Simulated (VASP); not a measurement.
# K2S (Fm-3m) in VASP: notebook

K2S is run at these levels: PBEsol, revPBE, RPBE; tasks: single point.

Everything below comes from runs of VASP 6.6.1. Logs are shortened: lines on timing, memory, paths and dates and some standing lists are left out, and cuts for length are marked.

## 1. The cell of the first run

The structure is cubic, space group Fm-3m (No. 225). Conventional cell: a = 7.381 Å, b = 7.381 Å, c = 7.381 Å, α = 90.00°, β = 90.00°, γ = 90.00°. Within 4.2 Å of K (site symmetry -43m) lie 4 S at 3.20 Å and 6 K at 3.69 Å. Within 4.2 Å of S (site symmetry m-3m) lie 8 K at 3.20 Å.

## 2. Single point, PBEsol (33.51 Å³/atom)

The input, INCAR:

```
ALGO = Normal
EDIFF = 1E-6
ENCUT = 500
GGA = PS
GGA_COMPAT = F
ISIF = 2
ISMEAR = 0
LASPH = T
LCHARG = F
LREAL = F
LWAVE = F
NBANDS = 19
NELM = 120
PREC = Accurate
SIGMA = 0.05
```

The input, KPOINTS:

```
k-points
0
Gamma
  6 6 6
```

The input, POSCAR:

```
K2S
1.0
    0.0000000000      3.6905658462      3.6905658462
    3.6905658462      0.0000000000      3.6905658462
    3.6905658462      3.6905658462      0.0000000000
K S
2 1
Direct
    0.2500000000      0.2500000000      0.2500000000
    0.7500000000      0.7500000000      0.7500000000
    0.0000000000      0.0000000000      0.0000000000
```

Potentials or basis: VASP PAW PBE potentials, release 64 (K_sv, S).

On the command line:

```
cat potpaw_PBE.64/K_sv/POTCAR potpaw_PBE.64/S/POTCAR > POTCAR
mpirun -np 1 vasp_std > vasp.out
```

OUTCAR:

```text
EDIFF = 1E-6
   ENCUT = 500
   GGA = PS
   ISIF = 2
   ISMEAR = 0
   LASPH = T
   LREAL = F
   NELM = 120
   PREC = Accurate

 ion  position               nearest neighbor table
   1  0.250  0.250  0.250-   3 3.20   3 3.20   3 3.20   3 3.20   2 3.69   2 3.69   2 3.69   2 3.69
                             2 3.69   2 3.69
   2  0.750  0.750  0.750-   3 3.20   3 3.20   3 3.20   3 3.20   1 3.69   1 3.69   1 3.69   1 3.69
                             1 3.69   1 3.69
   3  0.000  0.000  0.000-   2 3.20   2 3.20   2 3.20   1 3.20   2 3.20   1 3.20   1 3.20   1 3.20

  LATTYP: Found a face centered cubic cell.
 ALAT       =     7.3811316924

  Lattice vectors:

 A1 = (   0.0000000000,   3.6905658462,   3.6905658462)
 A2 = (   3.6905658462,   0.0000000000,   3.6905658462)
 A3 = (   3.6905658462,   3.6905658462,   0.0000000000)

Analysis of symmetry for initial positions (statically):
=====================================================================
 Subroutine PRICEL returns:
 Original cell was already a primitive cell.

 Routine SETGRP: Setting up the symmetry group for a
 face centered cubic supercell.

 Subroutine GETGRP returns: Found 48 space group operations
 (whereof 48 operations were pure point group operations)
 out of a pool of 48 trial point group operations.

The static configuration has the point symmetry O_h .

Analysis of symmetry for dynamics (positions and initial velocities):
=====================================================================
 Subroutine PRICEL returns:
 Original cell was already a primitive cell.

 Routine SETGRP: Setting up the symmetry group for a
 face centered cubic supercell.

 Subroutine GETGRP returns: Found 48 space group operations
 (whereof 48 operations were pure point group operations)
 out of a pool of 48 trial point group operations.

The dynamic configuration has the point symmetry O_h .

 Subroutine INISYM returns: Found 48 space group operations
 (whereof 48 operations are pure point group operations),
 and found     1 'primitive' translations

----------------------------------------------------------------------------------------

                                     Primitive cell

  volume of cell :     100.5331

  direct lattice vectors                    reciprocal lattice vectors
     0.000000000  3.690565846  3.690565846    -0.135480580  0.135480580  0.135480580
     3.690565846  0.000000000  3.690565846     0.135480580 -0.135480580  0.135480580
     3.690565846  3.690565846  0.000000000     0.135480580  0.135480580 -0.135480580

  length of vectors
     5.219248273  5.219248273  5.219248273     0.234659247  0.234659247  0.234659247

  position of ions in fractional coordinates (direct lattice)
     0.250000000  0.250000000  0.250000000
     0.750000000  0.750000000  0.750000000
     0.000000000  0.000000000  0.000000000

  ion indices of the primitive-cell ions
   primitive index   ion index
                 1           1
                 2           2
                 3           3

----------------------------------------------------------------------------------------

 KPOINTS: k-points

Automatic generation of k-mesh.
 Grid dimensions read from file:
 generate k-points for:    6    6    6

 Generating k-lattice:

  Cartesian coordinates                     Fractional coordinates (reciprocal lattice)
    -0.022580097  0.022580097  0.022580097     0.166666667  0.000000000  0.000000000
     0.022580097 -0.022580097  0.022580097     0.000000000  0.166666667  0.000000000
     0.022580097  0.022580097 -0.022580097     0.000000000  0.000000000  0.166666667

  Length of vectors
     0.039109875  0.039109875  0.039109875

  Shift w.r.t. Gamma in fractional coordinates (k-lattice)
     0.000000000  0.000000000  0.000000000

 Subroutine IBZKPT returns following result:
 ===========================================

 Found     16 irreducible k-points:

 Following reciprocal coordinates:
            Coordinates               Weight
  0.000000  0.000000  0.000000      1.000000
  0.166667  0.000000  0.000000      8.000000
  0.333333  0.000000  0.000000      8.000000
  0.500000  0.000000  0.000000      4.000000
  0.166667  0.166667  0.000000      6.000000
  0.333333  0.166667  0.000000     24.000000
[... 8 lines left out ...]
 -0.333333  0.333333  0.166667     24.000000
 -0.333333  0.500000  0.166667     12.000000
   k-points           NKPTS =     16   k-points in BZ     NKDIM =     16   number of bands    NBANDS=     19
   number of dos      NEDOS =    301   number of ions     NIONS =      3
   total plane-waves  NPLWV =  64000
   dimension x,y,z NGX =    40 NGY =   40 NGZ =   40
   dimension x,y,z NGXF=    80 NGYF=   80 NGZF=   80
   ions per type =               2   1
   NGX,Y,Z   is equivalent  to a cutoff of  12.74, 12.74, 12.74 a.u.
   NGXF,Y,Z  is equivalent  to a cutoff of  25.48, 25.48, 25.48 a.u.
 SYSTEM =  unknown system
   PREC   = accura    normal or accurate (medium, high low for compatibility)
   ISTART =      0    job   : 0-new  1-cont  2-samecut
   ICHARG =      2    charge: 1-file 2-atom 10-const
   ISPIN  =      1    spin polarized calculation?
   LNONCOLLINEAR =      F non collinear calculations
   LSORBIT =      F    spin-orbit coupling
   LASPH  =      T    aspherical Exc in radial PAW
   ENCUT  =  500.0 eV  36.75 Ry    6.06 a.u.   9.52  9.52  9.52*2*pi/ulx,y,z
   NELM   =    120;   NELMIN=  2; NELMDL= -5     # of ELM steps
   EDIFF  = 0.1E-05   stopping-criterion for ELM
   LREAL  =      F    real-space projection
   EDIFFG = 0.1E-04   stopping-criterion for IOM
   NSW    =      0    number of steps for IOM
   IBRION =     -1    ionic relax: 0-MD 1-quasi-New 2-CG
   NFREE  =      0    steps in history (QN), initial steepest desc. (CG)
   ISIF   =      2    stress and relaxation
   ISYM   =      2    0-nonsym 1-usesym 2-fastsym
   POTIM  = 0.5000    time-step for ionic-motion
   TEBEG  =    0.0;   TEEND  =   0.0 temperature during run
   PSTRESS=    0.0 pullay stress
   NELECT =      24.0000    total number of electrons
   NUPDOWN=      -1.0000    fix difference up-down
   EMIN   =  10.00;   EMAX   =-10.00  energy-range for DOS
   EFERMI =   0.00;   METHOD = LEGACY
   ISMEAR =     0;   SIGMA  =   0.05  broadening in eV -4-tet -1-fermi 0-gaus
   EFERMI_NEDOS =   21; number of points for ismear=-14 and -15
   IALGO  =     38    algorithm
   IMIX   =      4    mixing-type and parameters
     AMIX     =   0.40;   BMIX     =  1.00
     AMIX_MAG =   1.60;   BMIX_MAG =  1.00
  volume/ion in A,a.u.               =      33.51       226.14
  Fermi-wavevector in a.u.,A,eV,Ry     =   1.015568  1.919145 14.032751  1.031378
  Thomas-Fermi vector in A             =   2.148861
   LORBIT       =      0    0 simple, 1 ext, 2 COOP (PROOUT), +10 PAW based schemes
   GGA     = PS    functional components
   LHFCALC =     F    Hartree Fock is set to
   AEXX    =    0.0000 exact exchange contribution
   IVDW    =     0    specifies the selected vdW correction
   LEPSILON=     F    determine dielectric tensor
   LRPA    =     F    only Hartree local field effects (RPA)
 non-spin polarized calculation
 Gauss-broadening in eV      SIGMA  =   0.05
  energy-cutoff  :      500.00
  volume of cell :      100.53
 maximum number of plane-waves:      2637
 NGX is ok and might be reduce to    40
   NGX = 19   NGY = 19   NGZ = 19

 number of electron      23.9999996 magnetization

 Free energy of the ion-electron system (eV)
  ---------------------------------------------------
  ext. energy  EPLUGINS =         0.00000000
  ---------------------------------------------------
  free energy    TOTEN  =        -9.86248103 eV

  energy without entropy =       -9.86248103  energy(sigma->0) =       -9.86248103

 E-fermi :  -0.1641     XC(G=0):  -7.5384

 val. band max:       -0.4171344345   @ k =   0.5000   0.5000   0.0000
 cond. band min:       1.8841936743   @ k =   0.0000   0.0000   0.0000
 fundamental gap:      2.3013281088
 Fermi energy:        -0.1641385091

 k-point     1 :       0.0000    0.0000    0.0000
  band No.  band energies     occupation
      1     -29.4302      2.00000
      2     -29.3421      2.00000
      3     -13.0960      2.00000
      4     -13.0960      2.00000
      5     -13.0960      2.00000
      6     -12.8456      2.00000
[... 11 lines left out ...]
     18       7.0664      0.00000
     19       7.9566      0.00000

 k-point     2 :       0.1667    0.0000    0.0000
  band No.  band energies     occupation
      1     -29.4240      2.00000
      2     -29.3478      2.00000
      3     -13.0902      2.00000
      4     -13.0815      2.00000
      5     -13.0815      2.00000
      6     -12.8924      2.00000
[... 11 lines left out ...]
     18       7.2118      0.00000
     19       7.4769      0.00000

 k-point     3 :       0.3333    0.0000    0.0000
  band No.  band energies     occupation
      1     -29.4073      2.00000
      2     -29.3633      2.00000
      3     -13.0856      2.00000
      4     -13.0402      2.00000
      5     -13.0402      2.00000
      6     -12.9728      2.00000
[... 11 lines left out ...]
     18       7.2394      0.00000
     19       7.2395      0.00000

 k-point     4 :       0.5000    0.0000    0.0000
  band No.  band energies     occupation
      1     -29.3851      2.00000
      2     -29.3850      2.00000
      3     -13.0930      2.00000
      4     -13.0007      2.00000
      5     -12.9852      2.00000
      6     -12.9852      2.00000
[... 231 lines left out ...]
     18       7.1793      0.00000
     19       7.5753      0.00000

 k-point    15 :      -0.3333    0.3333    0.1667
  band No.  band energies     occupation
      1     -29.3847      2.00000
      2     -29.3847      2.00000
      3     -13.2564      2.00000
      4     -13.1627      2.00000
      5     -12.9914      2.00000
      6     -12.9887      2.00000
[... 11 lines left out ...]
     18       6.8754      0.00000
     19       7.5974      0.00000

 k-point    16 :      -0.3333    0.5000    0.1667
  band No.  band energies     occupation
      1     -29.3919      2.00000
      2     -29.3773      2.00000
      3     -13.2988      2.00000
      4     -13.1822      2.00000
      5     -13.0759      2.00000
      6     -12.8983      2.00000
[... 11 lines left out ...]
     18       7.1080      0.00000
     19       7.3900      0.00000

------------------------ aborting loop because EDIFF is reached ----------------------------------------

  FORCE on cell =-STRESS in cart. coord.  units (eV):
  Direction    XX          YY          ZZ          XY          YZ          ZX
  --------------------------------------------------------------------------------------
  -------------------------------------------------------------------------------------
  Total       -0.1929289     -0.1929289     -0.1929289      0.0000000      0.0000000      0.0000000
  in kB       -3.0746737     -3.0746737     -3.0746737      0.0000000      0.0000000      0.0000000
  external PRESSURE =      -3.0746737 kB  Pullay stress =       0.0000000 kB

 VOLUME and BASIS-vectors are now :
 -----------------------------------------------------------------------------
  energy-cutoff  :      500.00
  volume of cell :      100.53
      direct lattice vectors                 reciprocal lattice vectors
     0.000000000  3.690565846  3.690565846    -0.135480580  0.135480580  0.135480580
     3.690565846  0.000000000  3.690565846     0.135480580 -0.135480580  0.135480580
     3.690565846  3.690565846  0.000000000     0.135480580  0.135480580 -0.135480580

 POSITION                                       TOTAL-FORCE (eV/Angst)
 -----------------------------------------------------------------------------------
      1.84528      1.84528      1.84528         0.000000      0.000000     -0.000000
      5.53585      5.53585      5.53585        -0.000000     -0.000000      0.000000
      0.00000      0.00000      0.00000         0.000000      0.000000      0.000000
 -----------------------------------------------------------------------------------
    total drift:                               -0.000000     -0.000000      0.000000

  FREE ENERGIE OF THE ION-ELECTRON SYSTEM (eV)
  ---------------------------------------------------
  free  energy   TOTEN  =        -9.8624810287 eV

  energy  without entropy=       -9.8624810287  energy(sigma->0) =       -9.86248103
```

Run time: 56 s. Hardware: 1 thread of Intel Xeon 8259CL, shared host; peak memory 0.24 GiB.

What came out:

```
Free energy            : -9.8625 eV
Pressure               : -0.3 GPa
Band gap on the k mesh : 2.30 eV (least direct gap 2.51 eV)
```

Caveat: the PAW data sets were made with another functional, which shifts forces and pressure a little.

## 3. Single point, PBEsol (33.57 Å³/atom)

The input, INCAR:

```
SYSTEM = K2S
PREC = Accurate ; ENCUT = 500
EDIFF = 1E-6 ; ISMEAR = 0
SIGMA = 0.05 ; LREAL = .FALSE.
LASPH = .TRUE. ; NELM = 120
ALGO = Normal ; ISIF = 2
LWAVE = .FALSE. ; LCHARG = .FALSE.
GGA = PS ; NBANDS = 19
GGA_COMPAT = .FALSE.
```

The input, KPOINTS:

```
regular mesh
0
G
  6 6 6
  0 0 0
```

The input, POSCAR:

```
K2S
1.0
    0.0000000000      3.6926324444      3.6926324444
    3.6926324444      0.0000000000      3.6926324444
    3.6926324444      3.6926324444      0.0000000000
K S
2 1
Direct
    0.2500000000      0.2500000000      0.2500000000
    0.7500000000      0.7500000000      0.7500000000
    0.0000000000      0.0000000000      0.0000000000
```

Potentials or basis: VASP PAW PBE potentials, release 64 (K_sv, S).

On the command line:

```
cat potpaw_PBE.64/K_sv/POTCAR potpaw_PBE.64/S/POTCAR > POTCAR
mpirun -np 1 vasp_std > vasp.out
```

OUTCAR:

```text
SYSTEM = K2S
   PREC = Accurate
   ENCUT = 500
   EDIFF = 1E-6
   ISMEAR = 0
   LREAL = .FALSE.
   LASPH = .TRUE.
   NELM = 120
   ISIF = 2
   GGA = PS

 ion  position               nearest neighbor table
   1  0.250  0.250  0.250-   3 3.20   3 3.20   3 3.20   3 3.20   2 3.69   2 3.69   2 3.69   2 3.69
                             2 3.69   2 3.69
   2  0.750  0.750  0.750-   3 3.20   3 3.20   3 3.20   3 3.20   1 3.69   1 3.69   1 3.69   1 3.69
                             1 3.69   1 3.69
   3  0.000  0.000  0.000-   2 3.20   2 3.20   2 3.20   1 3.20   1 3.20   1 3.20   2 3.20   1 3.20

  LATTYP: Found a face centered cubic cell.
 ALAT       =     7.3852648888

  Lattice vectors:

 A1 = (   0.0000000000,   3.6926324444,   3.6926324444)
 A2 = (   3.6926324444,   0.0000000000,   3.6926324444)
 A3 = (   3.6926324444,   3.6926324444,   0.0000000000)

Analysis of symmetry for initial positions (statically):
=====================================================================
 Subroutine PRICEL returns:
 Original cell was already a primitive cell.

 Routine SETGRP: Setting up the symmetry group for a
 face centered cubic supercell.

[... 157 lines left out ...]

  energy without entropy =       -9.86216810  energy(sigma->0) =       -9.86216810

 E-fermi :  -0.1769     XC(G=0):  -7.5320

 val. band max:       -0.4229451001   @ k =   0.5000   0.5000   0.0000
 cond. band min:       1.8745408336   @ k =   0.0000   0.0000   0.0000
 fundamental gap:      2.2974859338
 Fermi energy:        -0.1768502344

 k-point     1 :       0.0000    0.0000    0.0000
  band No.  band energies     occupation
      1     -29.4388      2.00000
      2     -29.3513      2.00000
      3     -13.1041      2.00000
      4     -13.1041      2.00000
      5     -13.1041      2.00000
      6     -12.8548      2.00000
[... 329 lines left out ...]
      6     -12.9072      2.00000
[... 11 lines left out ...]
     18       7.0971      0.00000
     19       7.3743      0.00000

------------------------ aborting loop because EDIFF is reached ----------------------------------------

  FORCE on cell =-STRESS in cart. coord.  units (eV):
  Direction    XX          YY          ZZ          XY          YZ          ZX
  --------------------------------------------------------------------------------------
  -------------------------------------------------------------------------------------
  Total       -0.2127703     -0.2127703     -0.2127703      0.0000000      0.0000000      0.0000000
  in kB       -3.3851921     -3.3851921     -3.3851921      0.0000000      0.0000000      0.0000000
  external PRESSURE =      -3.3851921 kB  Pullay stress =       0.0000000 kB

 VOLUME and BASIS-vectors are now :
 -----------------------------------------------------------------------------
  energy-cutoff  :      500.00
  volume of cell :      100.70
      direct lattice vectors                 reciprocal lattice vectors
     0.000000000  3.692632444  3.692632444    -0.135404757  0.135404757  0.135404757
     3.692632444  0.000000000  3.692632444     0.135404757 -0.135404757  0.135404757
     3.692632444  3.692632444  0.000000000     0.135404757  0.135404757 -0.135404757

 POSITION                                       TOTAL-FORCE (eV/Angst)
 -----------------------------------------------------------------------------------
      1.84632      1.84632      1.84632         0.000000     -0.000000      0.000000
      5.53895      5.53895      5.53895        -0.000000      0.000000     -0.000000
      0.00000      0.00000      0.00000        -0.000000      0.000000     -0.000000
 -----------------------------------------------------------------------------------
    total drift:                               -0.000000     -0.000000      0.000000

  FREE ENERGIE OF THE ION-ELECTRON SYSTEM (eV)
  ---------------------------------------------------
  free  energy   TOTEN  =        -9.8621681015 eV

  energy  without entropy=       -9.8621681015  energy(sigma->0) =       -9.86216810
```

OSZICAR:

```text
N       E                     dE             d eps       ncg     rms          rms(c)
DAV:   1     0.152975963143E+03    0.15298E+03   -0.10626E+04   608   0.105E+03
DAV:   2     0.130457680596E+01   -0.15167E+03   -0.14787E+03   664   0.298E+02
DAV:   3    -0.109202471159E+02   -0.12225E+02   -0.12182E+02  1090   0.659E+01
DAV:   4    -0.111875771381E+02   -0.26733E+00   -0.26717E+00   866   0.934E+00
DAV:   5    -0.111997436543E+02   -0.12167E-01   -0.12166E-01   973   0.132E+00    0.517E+00
DAV:   6    -0.993779629580E+01    0.12619E+01   -0.34747E+00   778   0.735E+00    0.477E+00
DAV:   7    -0.985623215131E+01    0.81564E-01   -0.83804E-01   810   0.305E+00    0.338E+00
DAV:   8    -0.987538634804E+01   -0.19154E-01   -0.26305E-01   688   0.204E+00    0.113E+00
DAV:   9    -0.985806601168E+01    0.17320E-01   -0.92358E-02   694   0.902E-01    0.497E-01
DAV:  10    -0.986373317611E+01   -0.56672E-02   -0.13664E-02   689   0.448E-01    0.237E-01
DAV:  11    -0.986200729118E+01    0.17259E-02   -0.79712E-03   734   0.273E-01    0.123E-01
DAV:  12    -0.986208283868E+01   -0.75547E-04   -0.17097E-03   719   0.124E-01    0.120E-01
DAV:  13    -0.986216557219E+01   -0.82734E-04   -0.44171E-04   671   0.700E-02    0.210E-02
DAV:  14    -0.986216765405E+01   -0.20819E-05   -0.25706E-05   693   0.180E-02    0.866E-03
DAV:  15    -0.986216810154E+01   -0.44749E-06   -0.27518E-06   644   0.628E-03
   1 F= -.98621681E+01 E0= -.98621681E+01  d E =-.302968E-13
```

stdout:

```text
POSCAR found type information on POSCAR K S
 POSCAR found :  2 types and       3 ions
 scaLAPACK will be used
 -----------------------------------------------------------------------------
|                                                                             |
|                                                                             |
|     You enforced a specific xc type in the INCAR file but a different       |
|     I HOPE YOU KNOW WHAT YOU ARE DOING!                                     |
|                                                                             |
 -----------------------------------------------------------------------------

 LDA part: xc-table for (Slater+PW92), standard interpolation
 POSCAR, INCAR and KPOINTS ok, starting setup
 FFT: planning ... GRIDC
 FFT: planning ... GRID_SOFT
 FFT: planning ... GRID
 WAVECAR not read
 entering main loop
```

Wall time 58 s (1 thread of Intel Xeon 8259CL, shared host); peak memory 0.24 GiB.

Results:

```yaml
Free_energy: -9.8622 eV
Pressure: -0.3 GPa
Band_gap_on_the_k_mesh: 2.30 eV (least direct gap 2.50 eV)
```

Caveat: the PAW data sets were made with another functional, which shifts forces and pressure a little.

(Continued in part 2 of 2.)
